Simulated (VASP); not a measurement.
# CoO (Fm-3m) in VASP: notebook

CoO is run at these levels: PBE+U; tasks: single point.

Program: VASP 6.6.1. These are calculated values, not measurements. Logs are shortened: lines on timing, memory, paths and dates and some standing lists are left out, and cuts for length are marked.

## (1) The cell of the first run

Symmetry: Fm-3m, No. 225, cubic system. The conventional cell has a = 4.263 Å, b = 4.263 Å, c = 4.263 Å, α = 90.00°, β = 90.00°, γ = 90.00°. Co (site symmetry m-3m) has 6 O at 2.13 Å within 2.8 Å. O (site symmetry m-3m) has 6 Co at 2.13 Å within 2.8 Å.

## (2) Single point, PBE+U, collinear spin, ferromagnetic start

Contents of INCAR:

```
PREC = Accurate ; ENCUT = 520
EDIFF = 1E-6 ; ISMEAR = -1
SIGMA = 0.02 ; LREAL = F
LASPH = T ; NELM = 150
ALGO = Normal ; ISIF = 2
LWAVE = F ; LCHARG = F
ISPIN = 2 ; MAGMOM = 1.13 0
LORBIT = 11 ; NUPDOWN = 1.13
LMAXMIX = 4 ; LDAU = T
LDAUTYPE = 2 ; LDAUL = 2 -1
LDAUU = 4.8 0 ; LDAUJ = 0 0
LDAUPRINT = 1 ; GGA = PE
NBANDS = 18
```

Contents of KPOINTS:

```
regular mesh
0
Gamma
  9 9 9
```

Contents of POSCAR:

```
CoO
1.0
    0.0000000000      2.1315000000      2.1315000000
    2.1315000000      0.0000000000      2.1315000000
    2.1315000000      2.1315000000      0.0000000000
Co O
1 1
Direct
    0.0000000000      0.0000000000      0.0000000000
    0.5000000000      0.5000000000      0.5000000000
```

Potentials or basis: VASP PAW PBE potentials, release 64 (Co, O).

Started as:

```
$ cat potpaw_PBE.64/Co/POTCAR potpaw_PBE.64/O/POTCAR > POTCAR
$ mpirun -np 1 vasp_std > vasp.out
```

OUTCAR:

```text
PREC = Accurate
   ENCUT = 520
   EDIFF = 1E-6
   ISMEAR = -1
   LREAL = F
   LASPH = T
   NELM = 150
   ISIF = 2
   ISPIN = 2
   LORBIT = 11
   NUPDOWN = 1.13
   GGA = PE

 ion  position               nearest neighbor table
   1  0.000  0.000  0.000-   2 2.13   2 2.13   2 2.13   2 2.13   2 2.13   2 2.13
   2  0.500  0.500  0.500-   1 2.13   1 2.13   1 2.13   1 2.13   1 2.13   1 2.13

  LATTYP: Found a face centered cubic cell.
 ALAT       =     4.2630000000

  Lattice vectors:

 A1 = (   0.0000000000,   2.1315000000,   2.1315000000)
 A2 = (   2.1315000000,   0.0000000000,   2.1315000000)
 A3 = (   2.1315000000,   2.1315000000,   0.0000000000)

Analysis of symmetry for initial positions (statically):
=====================================================================
 Subroutine PRICEL returns:
 Original cell was already a primitive cell.

 Routine SETGRP: Setting up the symmetry group for a
 face centered cubic supercell.

 Subroutine GETGRP returns: Found 48 space group operations
 (whereof 48 operations were pure point group operations)
 out of a pool of 48 trial point group operations.

The static configuration has the point symmetry O_h .

Analysis of symmetry for dynamics (positions and initial velocities):
=====================================================================
 Subroutine PRICEL returns:
 Original cell was already a primitive cell.

 Routine SETGRP: Setting up the symmetry group for a
 face centered cubic supercell.

 Subroutine GETGRP returns: Found 48 space group operations
 (whereof 48 operations were pure point group operations)
 out of a pool of 48 trial point group operations.

The dynamic configuration has the point symmetry O_h .

Analysis of structural, dynamic, and magnetic symmetry:
=====================================================================
 Subroutine PRICEL returns:
 Original cell was already a primitive cell.

 Routine SETGRP: Setting up the symmetry group for a
 face centered cubic supercell.

 Subroutine GETGRP returns: Found 48 space group operations
 (whereof 48 operations were pure point group operations)
 out of a pool of 48 trial point group operations.

The overall configuration has the point symmetry O_h .

 Subroutine INISYM returns: Found 48 space group operations
 (whereof 48 operations are pure point group operations),
 and found     1 'primitive' translations

----------------------------------------------------------------------------------------

                                     Primitive cell

  volume of cell :      19.3681

  direct lattice vectors                    reciprocal lattice vectors
     0.000000000  2.131500000  2.131500000    -0.234576589  0.234576589  0.234576589
     2.131500000  0.000000000  2.131500000     0.234576589 -0.234576589  0.234576589
     2.131500000  2.131500000  0.000000000     0.234576589  0.234576589 -0.234576589

  length of vectors
     3.014396208  3.014396208  3.014396208     0.406298571  0.406298571  0.406298571

  position of ions in fractional coordinates (direct lattice)
     0.000000000  0.000000000  0.000000000
     0.500000000  0.500000000  0.500000000

  ion indices of the primitive-cell ions
   primitive index   ion index
                 1           1
[... 65 lines left out ...]
   ISTART =      0    job   : 0-new  1-cont  2-samecut
   ICHARG =      2    charge: 1-file 2-atom 10-const
   ISPIN  =      2    spin polarized calculation?
   LNONCOLLINEAR =      F non collinear calculations
   LSORBIT =      F    spin-orbit coupling
   LASPH  =      T    aspherical Exc in radial PAW
   ENCUT  =  520.0 eV  38.22 Ry    6.18 a.u.   5.60  5.60  5.60*2*pi/ulx,y,z
   NELM   =    150;   NELMIN=  2; NELMDL= -5     # of ELM steps
   EDIFF  = 0.1E-05   stopping-criterion for ELM
   LREAL  =      F    real-space projection
   EDIFFG = 0.1E-04   stopping-criterion for IOM
   NSW    =      0    number of steps for IOM
   IBRION =     -1    ionic relax: 0-MD 1-quasi-New 2-CG
   NFREE  =      0    steps in history (QN), initial steepest desc. (CG)
   ISIF   =      2    stress and relaxation
   ISYM   =      2    0-nonsym 1-usesym 2-fastsym
   POTIM  = 0.5000    time-step for ionic-motion
   TEBEG  =    0.0;   TEEND  =   0.0 temperature during run
   PSTRESS=    0.0 pullay stress
   NELECT =      15.0000    total number of electrons
   NUPDOWN=       1.1300    fix difference up-down
   EMIN   =  10.00;   EMAX   =-10.00  energy-range for DOS
   EFERMI =   0.00;   METHOD = LEGACY
   ISMEAR =    -1;   SIGMA  =   0.02  broadening in eV -4-tet -1-fermi 0-gaus
   EFERMI_NEDOS =   21; number of points for ismear=-14 and -15
   IALGO  =     38    algorithm
   IMIX   =      4    mixing-type and parameters
     AMIX     =   0.40;   BMIX     =  1.00
     AMIX_MAG =   1.60;   BMIX_MAG =  1.00
  volume/ion in A,a.u.               =       9.68        65.35
  Fermi-wavevector in a.u.,A,eV,Ry     =   1.503407  2.841027 30.752334  2.260233
  Thomas-Fermi vector in A             =   2.614521
   LORBIT       =     11    0 simple, 1 ext, 2 COOP (PROOUT), +10 PAW based schemes
 LDA+U is selected, type is set to LDAUTYPE =  2
   angular momentum for each species LDAUL =     2   -1
   U (eV)           for each species LDAUU =   4.8  0.0
   J (eV)           for each species LDAUJ =   0.0  0.0
   GGA     = PE    functional components
   LHFCALC =     F    Hartree Fock is set to
   AEXX    =    0.0000 exact exchange contribution
   IVDW    =     0    specifies the selected vdW correction
   LEPSILON=     F    determine dielectric tensor
   LRPA    =     F    only Hartree local field effects (RPA)
 spin polarized calculation
  energy-cutoff  :      520.00
  volume of cell :       19.37
 maximum number of plane-waves:       534
   NGX = 11   NGY = 11   NGZ = 11

atom =   1  type =  1  l = 2

 onsite density matrix

spin component  1

  0.9613  0.0000 -0.0000 -0.0000 -0.0000
  0.0000  0.9613  0.0000  0.0000  0.0000
 -0.0000  0.0000  0.7454  0.0000 -0.0000
 -0.0000  0.0000  0.0000  0.9613 -0.0000
 -0.0000  0.0000 -0.0000 -0.0000  0.7454

spin component  2

  0.9456  0.0000  0.0000  0.0000  0.0000
  0.0000  0.9456  0.0000  0.0000  0.0000
  0.0000  0.0000  0.0911  0.0000 -0.0000
  0.0000  0.0000  0.0000  0.9456  0.0000
  0.0000  0.0000 -0.0000  0.0000  0.0911

 occupancies and eigenvectors

  o =  0.0911  v =  0.0000  0.0000  0.0000  0.0000  0.0000  0.0000  0.0000 -0.0160 -0.0000  0.9999      0.0000  0.0000  0.0000  0.0000  0.0000  0.0000  0.0000  0.0000  0.0000  0.0000
  o =  0.0911  v =  0.0000  0.0000  0.0000  0.0000  0.0000  0.0000  0.0000 -0.9999 -0.0000 -0.0160      0.0000  0.0000  0.0000  0.0000  0.0000  0.0000  0.0000  0.0000  0.0000  0.0000
  o =  0.7454  v =  0.0000  0.0000 -0.0837  0.0000 -0.9965  0.0000  0.0000  0.0000  0.0000  0.0000      0.0000  0.0000  0.0000  0.0000  0.0000  0.0000  0.0000  0.0000  0.0000  0.0000
  o =  0.7454  v =  0.0000 -0.0000 -0.9965  0.0000  0.0837  0.0000  0.0000  0.0000  0.0000  0.0000      0.0000  0.0000  0.0000  0.0000  0.0000  0.0000  0.0000  0.0000  0.0000  0.0000
  o =  0.9456  v =  0.0000  0.0000  0.0000  0.0000  0.0000  0.0000 -0.9965 -0.0000 -0.0834  0.0000      0.0000  0.0000  0.0000  0.0000  0.0000  0.0000  0.0000  0.0000  0.0000  0.0000
  o =  0.9456  v =  0.0000  0.0000  0.0000  0.0000  0.0000  0.0000  0.0834  0.0000 -0.9965 -0.0000      0.0000  0.0000  0.0000  0.0000  0.0000  0.0000  0.0000  0.0000  0.0000  0.0000
  o =  0.9456  v =  0.0000  0.0000  0.0000  0.0000  0.0000  1.0000  0.0000  0.0000  0.0000  0.0000      0.0000  0.0000  0.0000  0.0000  0.0000  0.0000  0.0000  0.0000  0.0000  0.0000
  o =  0.9613  v =  0.0000 -0.2520  0.0000 -0.9677 -0.0000  0.0000  0.0000  0.0000  0.0000  0.0000      0.0000  0.0000  0.0000  0.0000  0.0000  0.0000  0.0000  0.0000  0.0000  0.0000
  o =  0.9613  v =  0.0000 -0.9677  0.0000  0.2520 -0.0000  0.0000  0.0000  0.0000  0.0000  0.0000      0.0000  0.0000  0.0000  0.0000  0.0000  0.0000  0.0000  0.0000  0.0000  0.0000
  o =  0.9613  v =  1.0000  0.0000  0.0000  0.0000  0.0000  0.0000  0.0000  0.0000  0.0000  0.0000      0.0000  0.0000  0.0000  0.0000  0.0000  0.0000  0.0000  0.0000  0.0000  0.0000

 number of electron      15.0000008 magnetization       1.1299999

 Free energy of the ion-electron system (eV)
  ---------------------------------------------------
  ext. energy  EPLUGINS =         0.00000000
  ---------------------------------------------------
  free energy    TOTEN  =       -10.50038225 eV

  energy without entropy =      -10.49523278  energy(sigma->0) =      -10.49780751

 E-fermi :   6.1076     XC(G=0): -12.3416

 val. band max:        6.6801801750   @ k =  -0.1111   0.1111   0.0000
 cond. band min:       6.1174536813   @ k =   0.4444   0.0000   0.0000
 fundamental gap:     -0.5627264937
 Fermi energy:         6.6874227529

 spin component 1

 k-point     1 :       0.0000    0.0000    0.0000
  band No.  band energies     occupation
      1     -12.3492      1.00000
      2       4.0302      1.00000
      3       4.0305      1.00000
      4       4.0305      1.00000
      5       4.6082      1.00000
      6       4.6085      1.00000
[... 1001 lines left out ...]
     17      38.8007      0.00000
     18      38.8008      0.00000

 [... further k-points ...]

------------------------ aborting loop because EDIFF is reached ----------------------------------------

  FORCE on cell =-STRESS in cart. coord.  units (eV):
  Direction    XX          YY          ZZ          XY          YZ          ZX
  --------------------------------------------------------------------------------------
  -------------------------------------------------------------------------------------
  Total       -1.3545248     -1.3545248     -1.3545248      0.0000000      0.0000000      0.0000000
  in kB     -112.0499181   -112.0499181   -112.0499181      0.0000000      0.0000000      0.0000000
  external PRESSURE =    -112.0499181 kB  Pullay stress =       0.0000000 kB

 VOLUME and BASIS-vectors are now :
 -----------------------------------------------------------------------------
  energy-cutoff  :      520.00
  volume of cell :       19.37
      direct lattice vectors                 reciprocal lattice vectors
     0.000000000  2.131500000  2.131500000    -0.234576589  0.234576589  0.234576589
     2.131500000  0.000000000  2.131500000     0.234576589 -0.234576589  0.234576589
     2.131500000  2.131500000  0.000000000     0.234576589  0.234576589 -0.234576589

 POSITION                                       TOTAL-FORCE (eV/Angst)
 -----------------------------------------------------------------------------------
      0.00000      0.00000      0.00000        -0.000000     -0.000000     -0.000000
      2.13150      2.13150      2.13150         0.000000      0.000000      0.000000
 -----------------------------------------------------------------------------------
    total drift:                                0.000000     -0.000000     -0.000000

  FREE ENERGIE OF THE ION-ELECTRON SYSTEM (eV)
  ---------------------------------------------------
  free  energy   TOTEN  =       -10.5003822479 eV

  energy  without entropy=      -10.4952327812  energy(sigma->0) =      -10.49780751

 total charge

# of ion       s       p       d       tot
------------------------------------------
    1        0.275   0.325   7.366   7.966
    2        1.562   3.377   0.000   4.939
--------------------------------------------------
tot          1.837   3.703   7.366  12.905

 magnetization (x)

# of ion       s       p       d       tot
------------------------------------------
    1        0.020   0.009   1.354   1.383
    2        0.009  -0.241   0.000  -0.232
--------------------------------------------------
tot          0.029  -0.232   1.354   1.151
```

It took 26 s on 1 thread of Intel Xeon 6975P-C (Granite Rapids), shared host; peak memory 0.15 GiB.

What came out:

- Free energy: -10.5004 eV
- Pressure: -11.2 GPa
- Net moment: 1.13 μB per cell
- Site moments: Co +1.38; O -0.23 μB
- Valence electrons inside the program's atomic spheres: Co 7.97; O 4.94

Eigenvalues of the final occupation matrices:
```
    site  spin  trace               eigenvalues
site 1 d     1   4.37  0.75 0.75 0.96 0.96 0.96
site 1 d     2   3.02  0.09 0.09 0.95 0.95 0.95
```

Caveat: the cell stands under tension; the total moment is fixed, so each spin has its own Fermi level; a cell with one magnetic atom can't hold antiferromagnetic order, which such compounds often take. The state reached can hang on the start; a lower one may exist.

(Part 1 of 2 ends here.)
